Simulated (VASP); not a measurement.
# SnO (P2_1/m) in VASP: further runs

Runs on SnO. Level: PBEsol+D3(BJ). Tasks: single point.

Program: VASP 6.6.1. These are calculated values, not measurements. Logs are shortened: lines on timing, memory, paths and dates and some standing lists are left out, and cuts for length are marked.

## (1) The cell of the first run

It takes space group P2_1/m (No. 11, monoclinic). The conventional cell has a = 3.805 Å, b = 3.802 Å, c = 4.839 Å, α = 90.00°, β = 94.30°, γ = 90.00°. Sn (site symmetry m) has 4 O at 2.15 to 2.30 Å within 2.8 Å. O (site symmetry m) has 4 Sn at 2.15 to 2.30 Å and 4 O at 2.69 Å within 2.8 Å.

## (2) Single point, PBEsol+D3(BJ) (strain +0.0750 x Voigt [0, 0, 0, 1, 0, 0])

Input file INCAR:

```
SYSTEM = SnO
  ALGO = Normal
  EDIFF = 1E-7
  ENCUT = 520
  GGA = PS
  ISIF = 2
  ISMEAR = 0
  IVDW = 12
  LASPH = .TRUE.
  LCHARG = .FALSE.
  LREAL = .FALSE.
  LWAVE = .FALSE.
  NBANDS = 28
  NELM = 100
  PREC = Accurate
  SIGMA = 0.15
```

Input file KPOINTS:

```
k-points
0
G
  12 12 10
  0 0 0
```

Input file POSCAR:

```
SnO
1.0
    3.8020000000      0.0000000000      0.0000000000
    0.0000000000      3.8020000000      0.1425750000
    0.0000000000      0.1813500000      4.8360000000
Sn O
2 2
Direct
    0.0000000000      0.5000000000      0.2385000000
    0.5000000000      0.0000000000      0.7615000000
    0.0000000000      0.0000000000      0.0000000000
    0.5000000000      0.5000000000      0.0000000000
```

Potentials or basis: VASP PAW PBE potentials, release 64 (Sn_d, O).

Run with:

```console
cat potpaw_PBE.64/Sn_d/POTCAR potpaw_PBE.64/O/POTCAR > POTCAR
mpirun -np 1 vasp_std > vasp.out
```

OUTCAR:

```text
SYSTEM = SnO
   EDIFF = 1E-7
   ENCUT = 520
   GGA = PS
   ISIF = 2
   ISMEAR = 0
   IVDW = 12
   LASPH = .TRUE.
   LREAL = .FALSE.
   NELM = 100
   PREC = Accurate
 IVDW          = 12

 ion  position               nearest neighbor table
   1  0.000  0.500  0.239-   3 2.15   4 2.22   4 2.22   3 2.30   2 3.45   2 3.45   2 3.59   2 3.59
                             2 3.64   2 3.64
   2  0.500  0.000  0.761-   4 2.15   3 2.22   3 2.22   4 2.30   1 3.45   1 3.45   1 3.59   1 3.59
                             1 3.64   1 3.64
   3  0.000  0.000  0.000-   1 2.15   2 2.22   2 2.22   1 2.30
   4  0.500  0.500  0.000-   2 2.15   1 2.22   1 2.22   2 2.30

  LATTYP: Found a simple monoclinic cell.
 ALAT       =     3.8046723421
 B/A-ratio  =     0.9992976157
 C/A-ratio  =     1.2719621252
 COS(beta)  =    -0.0748946794

  Lattice vectors:

 A1 = (   0.0000000000,   3.8020000000,   0.1425750000)
 A2 = (   3.8020000000,   0.0000000000,   0.0000000000)
 A3 = (   0.0000000000,  -0.1813500000,  -4.8360000000)

Analysis of symmetry for initial positions (statically):
=====================================================================
 Subroutine PRICEL returns:
 Original cell was already a primitive cell.

 Routine SETGRP: Setting up the symmetry group for a
 simple monoclinic supercell.

 Subroutine GETGRP returns: Found  4 space group operations
 (whereof  2 operations were pure point group operations)
 out of a pool of  4 trial point group operations.

The static configuration has the point symmetry C_1h.
 The point group associated with its full space group is C_2h.

Analysis of symmetry for dynamics (positions and initial velocities):
=====================================================================
 Subroutine PRICEL returns:
 Original cell was already a primitive cell.

 Routine SETGRP: Setting up the symmetry group for a
 simple monoclinic supercell.

 Subroutine GETGRP returns: Found  4 space group operations
 (whereof  2 operations were pure point group operations)
 out of a pool of  4 trial point group operations.

The dynamic configuration has the point symmetry C_1h.
 The point group associated with its full space group is C_2h.

 Subroutine INISYM returns: Found  4 space group operations
 (whereof  2 operations are pure point group operations),
 and found     1 'primitive' translations

----------------------------------------------------------------------------------------

                                     Primitive cell

  volume of cell :      69.8071

  direct lattice vectors                    reciprocal lattice vectors
     3.802000000  0.000000000  0.000000000     0.263019463  0.000000000  0.000000000
     0.000000000  3.802000000  0.142575000     0.000000000  0.263389855 -0.009877120
     0.000000000  0.181350000  4.836000000     0.000000000 -0.007765262  0.207073662

  length of vectors
     3.802000000  3.804672342  4.839399118     0.263019463  0.263574986  0.207219210

  position of ions in fractional coordinates (direct lattice)
     0.000000000  0.500000000  0.238500000
     0.500000000  0.000000000  0.761500000
     0.000000000  0.000000000  0.000000000
     0.500000000  0.500000000  1.000000000

  ion indices of the primitive-cell ions
   primitive index   ion index
                 1           1
                 2           2
                 3           3
                 4           4

----------------------------------------------------------------------------------------

 KPOINTS: k-points

Automatic generation of k-mesh.
 Grid dimensions read from file:
 generate k-points for:   12   12   10

 Generating k-lattice:

  Cartesian coordinates                     Fractional coordinates (reciprocal lattice)
     0.021918289  0.000000000  0.000000000     0.083333333  0.000000000  0.000000000
     0.000000000  0.021949155 -0.000823093     0.000000000  0.083333333 -0.000000000
     0.000000000 -0.000776526  0.020707366     0.000000000  0.000000000  0.100000000

  Length of vectors
     0.021918289  0.021964582  0.020721921

  Shift w.r.t. Gamma in fractional coordinates (k-lattice)
     0.000000000  0.000000000  0.000000000

 Subroutine IBZKPT returns following result:
 ===========================================

 Found    434 irreducible k-points:

 Following reciprocal coordinates:
            Coordinates               Weight
  0.000000  0.000000  0.000000      1.000000
  0.083333  0.000000  0.000000      2.000000
  0.166667  0.000000  0.000000      2.000000
  0.250000  0.000000  0.000000      2.000000
  0.333333  0.000000  0.000000      2.000000
  0.416667  0.000000  0.000000      2.000000
[... 16 lines left out ...]
  0.083333  0.250000  0.000000      4.000000
  0.166667  0.250000  0.000000      4.000000
 [... further k-points ...]
   k-points           NKPTS =    434   k-points in BZ     NKDIM =    434   number of bands    NBANDS=     28
   number of dos      NEDOS =    301   number of ions     NIONS =      4
   total plane-waves  NPLWV =  28224
   dimension x,y,z NGX =    28 NGY =   28 NGZ =   36
   dimension x,y,z NGXF=    56 NGYF=   56 NGZF=   72
   ions per type =               2   2
   NGX,Y,Z   is equivalent  to a cutoff of  12.24, 12.23, 12.37 a.u.
   NGXF,Y,Z  is equivalent  to a cutoff of  24.49, 24.47, 24.73 a.u.
 SYSTEM =  SnO
   PREC   = accura    normal or accurate (medium, high low for compatibility)
   ISTART =      0    job   : 0-new  1-cont  2-samecut
   ICHARG =      2    charge: 1-file 2-atom 10-const
   ISPIN  =      1    spin polarized calculation?
   LNONCOLLINEAR =      F non collinear calculations
   LSORBIT =      F    spin-orbit coupling
   LASPH  =      T    aspherical Exc in radial PAW
   ENCUT  =  520.0 eV  38.22 Ry    6.18 a.u.   7.07  7.07  9.00*2*pi/ulx,y,z
   NELM   =    100;   NELMIN=  2; NELMDL= -5     # of ELM steps
   EDIFF  = 0.1E-06   stopping-criterion for ELM
   LREAL  =      F    real-space projection
   EDIFFG = 0.1E-05   stopping-criterion for IOM
   NSW    =      0    number of steps for IOM
   IBRION =     -1    ionic relax: 0-MD 1-quasi-New 2-CG
   NFREE  =      0    steps in history (QN), initial steepest desc. (CG)
   ISIF   =      2    stress and relaxation
   ISYM   =      2    0-nonsym 1-usesym 2-fastsym
   POTIM  = 0.5000    time-step for ionic-motion
   TEBEG  =    0.0;   TEEND  =   0.0 temperature during run
   PSTRESS=    0.0 pullay stress
   NELECT =      40.0000    total number of electrons
   NUPDOWN=      -1.0000    fix difference up-down
   EMIN   =  10.00;   EMAX   =-10.00  energy-range for DOS
   EFERMI =   0.00;   METHOD = LEGACY
   ISMEAR =     0;   SIGMA  =   0.15  broadening in eV -4-tet -1-fermi 0-gaus
   EFERMI_NEDOS =   21; number of points for ismear=-14 and -15
   IALGO  =     38    algorithm
   IMIX   =      4    mixing-type and parameters
     AMIX     =   0.40;   BMIX     =  1.00
     AMIX_MAG =   1.60;   BMIX_MAG =  1.00
  volume/ion in A,a.u.               =      17.45       117.77
  Fermi-wavevector in a.u.,A,eV,Ry     =   1.359758  2.569571 25.156391  1.848943
  Thomas-Fermi vector in A             =   2.486479
   LORBIT       =      0    0 simple, 1 ext, 2 COOP (PROOUT), +10 PAW based schemes
   GGA     = PS    functional components
   LHFCALC =     F    Hartree Fock is set to
   AEXX    =    0.0000 exact exchange contribution
   IVDW    =    12    specifies the selected vdW correction
   LEPSILON=     F    determine dielectric tensor
   LRPA    =     F    only Hartree local field effects (RPA)
 non-spin polarized calculation
 Gauss-broadening in eV      SIGMA  =   0.15
  energy-cutoff  :      520.00
  volume of cell :       69.81
 maximum number of plane-waves:      1900
   NGX = 15   NGY = 15   NGZ = 17

 number of electron      39.9999991 magnetization

 Free energy of the ion-electron system (eV)
  ---------------------------------------------------
  ext. energy  EPLUGINS =         0.00000000
  ---------------------------------------------------
  free energy    TOTEN  =       -24.14514203 eV

  energy without entropy =      -24.14355563  energy(sigma->0) =      -24.14434883

 E-fermi :   7.1757     XC(G=0): -10.5015

 val. band max:        7.1197481222   @ k =   0.5000   0.5000   0.0000
 cond. band min:       7.1868785328   @ k =   0.4167   0.5000   0.0000
 fundamental gap:      0.0671304106
 Fermi energy:         7.1756773838

 k-point     1 :       0.0000    0.0000    0.0000
  band No.  band energies     occupation
      1     -14.8819      2.00000
      2     -14.4429      2.00000
      3     -14.4190      2.00000
      4     -14.4090      2.00000
      5     -14.3632      2.00000
      6     -14.3625      2.00000
[... 20 lines left out ...]
     27      13.9064      0.00000
     28      14.4616      0.00000

 k-point     2 :       0.0833    0.0000    0.0000
  band No.  band energies     occupation
      1     -14.8782      2.00000
      2     -14.4441      2.00000
      3     -14.4173      2.00000
      4     -14.4108      2.00000
      5     -14.3641      2.00000
      6     -14.3597      2.00000
[... 20 lines left out ...]
     27      14.3120      0.00000
     28      14.7924      0.00000

 k-point     3 :       0.1667    0.0000    0.0000
  band No.  band energies     occupation
      1     -14.8676      2.00000
      2     -14.4706      2.00000
      3     -14.4143      2.00000
      4     -14.4124      2.00000
      5     -14.3681      2.00000
      6     -14.3662      2.00000
[... 20 lines left out ...]
     27      14.4889      0.00000
     28      16.0308      0.00000

 k-point     4 :       0.2500    0.0000    0.0000
  band No.  band energies     occupation
      1     -14.8507      2.00000
      2     -14.5431      2.00000
      3     -14.4075      2.00000
      4     -14.4043      2.00000
      5     -14.3723      2.00000
      6     -14.3688      2.00000
[... 578 lines left out ...]
     27      14.2376      0.00000
     28      17.3952      0.00000

 k-point    23 :       0.0833    0.2500    0.0000
  band No.  band energies     occupation
      1     -14.8518      2.00000
      2     -14.5518      2.00000
      3     -14.4081      2.00000
      4     -14.3886      2.00000
      5     -14.3869      2.00000
      6     -14.3661      2.00000
[... 20 lines left out ...]
     27      14.8057      0.00000
     28      16.9283      0.00000

 k-point    24 :       0.1667    0.2500    0.0000
  band No.  band energies     occupation
      1     -14.8478      2.00000
      2     -14.5910      2.00000
      3     -14.4114      2.00000
      4     -14.3882      2.00000
      5     -14.3780      2.00000
      6     -14.3663      2.00000
[... 20 lines left out ...]
     27      15.5519      0.00000
     28      15.8873      0.00000

 [... further k-points ...]

------------------------ aborting loop because EDIFF is reached ----------------------------------------

 Edisp (eV)   -0.86521

 E8    (eV) :    -0.5724

  FORCE on cell =-STRESS in cart. coord.  units (eV):
  Direction    XX          YY          ZZ          XY          YZ          ZX
  --------------------------------------------------------------------------------------
  -------------------------------------------------------------------------------------
  Total      -0.64573    -0.24319    -0.66079     0.00000    -1.76909     0.00000
  in kB     -14.82053    -5.58155   -15.16610     0.00000   -40.60327     0.00000
  external pressure =      -11.86 kB  Pullay stress =        0.00 kB

 VOLUME and BASIS-vectors are now :
 -----------------------------------------------------------------------------
  energy-cutoff  :      520.00
  volume of cell :       69.81
      direct lattice vectors                 reciprocal lattice vectors
     3.802000000  0.000000000  0.000000000     0.263019463  0.000000000  0.000000000
     0.000000000  3.802000000  0.142575000     0.000000000  0.263389855 -0.009877120
     0.000000000  0.181350000  4.836000000     0.000000000 -0.007765262  0.207073662

 POSITION                                       TOTAL-FORCE (eV/Angst)
 -----------------------------------------------------------------------------------
      0.00000      1.94425      1.22467         0.000000     -0.461713      0.249715
      1.90100      0.13810      3.68261         0.000000      0.461713     -0.249715
      0.00000      0.00000      0.00000         0.000000      0.293409     -0.071163
      1.90100      1.90100      0.07129         0.000000     -0.293409      0.071163
 -----------------------------------------------------------------------------------
    total drift:                                0.000000      0.000000      0.000000

  FREE ENERGIE OF THE ION-ELECTRON SYSTEM (eV)
  ---------------------------------------------------
  free  energy   TOTEN  =       -25.0103515478 eV

  energy  without entropy=      -25.0087651493  energy(sigma->0) =      -25.00955835
```

Wall time 4.7 min (1 thread of Intel Xeon 6975P-C (Granite Rapids), shared host); peak memory 0.71 GiB.

What came out:

```yaml
Free_energy: -25.0104 eV
Pressure: -1.2 GPa
Largest_force: 0.525 eV/Å
Band_gap_on_the_k_mesh: 0.03 eV (least direct gap 1.96 eV)
Dispersion_energy_per_atom: -0.216 eV
```

Forces in eV/Å, atoms in the order of the input:
```
Sn   0.000 -0.462  0.250
Sn   0.000  0.462 -0.250
O    0.000  0.293 -0.071
O    0.000 -0.293  0.071
```

Stress tensor (GPa, compression positive):
```
-1.48  0.00  0.00
 0.00 -0.56 -4.06
 0.00 -4.06 -1.52
```

Levels at points of the mesh, in eV from the valence-band top:
| k point | band 16 | band 17 | band 18 | band 19 | band 20 | band 21 | band 22 | band 23 | band 24 | band 25 |
| --- | --- | --- | --- | --- | --- | --- | --- | --- | --- | --- |
| (0.00, 0.00, 0.00) | -6.37 | -3.55 | -3.23 | -3.22 | -0.01 | 2.02 | 4.12 | 4.62 | 4.66 | 5.43 |
| (0.50, 0.00, 0.00) | -5.14 | -4.90 | -4.90 | -2.77 | -2.77 | 3.12 | 3.12 | 5.75 | 5.75 | 6.00 |
| (0.00, 0.50, 0.00) | -5.05 | -5.03 | -4.84 | -2.92 | -2.55 | 2.77 | 3.52 | 5.50 | 5.61 | 6.20 |
| (0.50, 0.50, 0.00) | -5.25 | -2.56 | -2.56 | -1.93 | -1.93 | 0.03 | 0.03 | 4.36 | 4.36 | 7.10 |
| (0.00, 0.00, 0.50) | -3.62 | -3.25 | -3.25 | -3.12 | -2.26 | 1.47 | 2.86 | 3.06 | 3.60 | 7.49 |
| (0.50, 0.00, 0.50) | -5.58 | -4.89 | -4.89 | -1.77 | -1.77 | 2.53 | 2.53 | 5.30 | 5.30 | 6.74 |
| (0.00, 0.50, 0.50) | -5.54 | -5.01 | -4.78 | -2.08 | -1.47 | 2.13 | 2.93 | 5.27 | 5.45 | 6.21 |
| (0.50, 0.50, 0.50) | -5.70 | -2.74 | -2.74 | -2.56 | -2.56 | 2.28 | 2.28 | 3.91 | 3.91 | 5.59 |

Caveat: the cell differs from its parent crystal (strain +0.0750 x Voigt [0, 0, 0, 1, 0, 0]); the smearing spreads over this small gap; semilocal functionals underestimate gaps, and a narrow one can read as zero; the PAW data sets were made with another functional, which shifts forces and pressure a little; spin-orbit coupling is left out, which moves the levels of the heavy elements. A k mesh can miss the band edges.

## (3) Single point, PBEsol+D3(BJ) (strain -0.0500 x Voigt [0, 0, 0, 1, 0, 0])

Input file INCAR:

```
PREC     = Accurate       # precision mode
ENCUT    = 520            # plane-wave cutoff, eV
EDIFF    = 1E-6           # SCF threshold, eV
ISMEAR   = 0              # smearing method
SIGMA    = 0.15           # smearing width, eV
LREAL    = F              # projectors in reciprocal space
LASPH    = T              # aspherical terms in the spheres
NELM     = 60             # most SCF steps
ALGO     = Normal         # electronic algorithm
ISIF     = 2              # what is computed and relaxed
LWAVE    = F              # write WAVECAR
LCHARG   = T              # write CHGCAR
GGA      = PS             # functional
IVDW     = 12             # dispersion correction
LELF     = T              # ELF
LVHAR    = T            
NBANDS   = 28             # bands
```

Input file KPOINTS:

```
regular mesh
0
Gamma
  12 12 10
```

POSCAR, as its differences from that of step 2:

```diff
@@ -3,4 +3,4 @@
     3.8020000000      0.0000000000      0.0000000000
-    0.0000000000      3.8020000000      0.1425750000
-    0.0000000000      0.1813500000      4.8360000000
+    0.0000000000      3.8020000000     -0.0950500000
+    0.0000000000     -0.1209000000      4.8360000000
 Sn O
```

Potentials or basis: VASP PAW PBE potentials, release 64 (Sn_d, O).

Run with:

```console
cat potpaw_PBE.64/Sn_d/POTCAR potpaw_PBE.64/O/POTCAR > POTCAR
mpirun -np 1 vasp_std > vasp.out
```

It took 4.2 min on 1 thread of Intel Xeon 6975P-C (Granite Rapids), shared host; peak memory 0.71 GiB.

It converged, with:

- Free energy: -25.0467 eV
- Pressure: -1.6 GPa
- Largest force: 0.358 eV/Å
- Band gap on the k mesh: 0.01 eV (least direct gap 1.93 eV)
- Dispersion energy per atom: -0.216 eV

Forces in eV/Å, atoms in the order of the input:
```
Sn   0.000  0.301  0.194
Sn   0.000 -0.301 -0.194
O    0.000 -0.190 -0.032
O    0.000  0.190  0.032
```

Stress tensor (GPa, compression positive):
```
-1.63  0.00  0.00
 0.00 -1.22  2.69
 0.00  2.69 -1.88
```

Levels at points of the mesh, in eV from the valence-band top:
```csv
k point,band 17,band 18,band 19,band 20,band 21,band 22,band 23,band 24
"(0.00, 0.00, 0.00)",-3.53,-3.21,-3.21,-0.01,2.03,4.21,4.64,4.65
"(0.50, 0.00, 0.00)",-4.90,-4.90,-2.76,-2.76,3.13,3.13,5.81,5.81
"(0.00, 0.50, 0.00)",-4.98,-4.85,-2.87,-2.62,2.89,3.39,5.63,5.72
"(0.50, 0.50, 0.00)",-2.54,-2.54,-1.92,-1.92,0.01,0.01,4.35,4.35
"(0.00, 0.00, 0.50)",-3.23,-3.23,-3.13,-2.26,1.53,2.88,2.97,3.62
"(0.50, 0.00, 0.50)",-4.88,-4.88,-1.76,-1.76,2.53,2.53,5.34,5.34
"(0.00, 0.50, 0.50)",-4.96,-4.80,-1.97,-1.56,2.26,2.80,5.31,5.43
"(0.50, 0.50, 0.50)",-2.73,-2.73,-2.55,-2.55,2.29,2.29,3.95,3.95
```

Caveat: the cell differs from its parent crystal (strain -0.0500 x Voigt [0, 0, 0, 1, 0, 0]); the smearing spreads over this small gap; semilocal functionals underestimate gaps, and a narrow one can read as zero; the PAW data sets were made with another functional, which shifts forces and pressure a little; spin-orbit coupling is left out, which moves the levels of the heavy elements. A k mesh can miss the band edges.

The gap in the log of VASP goes by the Fermi energy; the results here count the filled bands.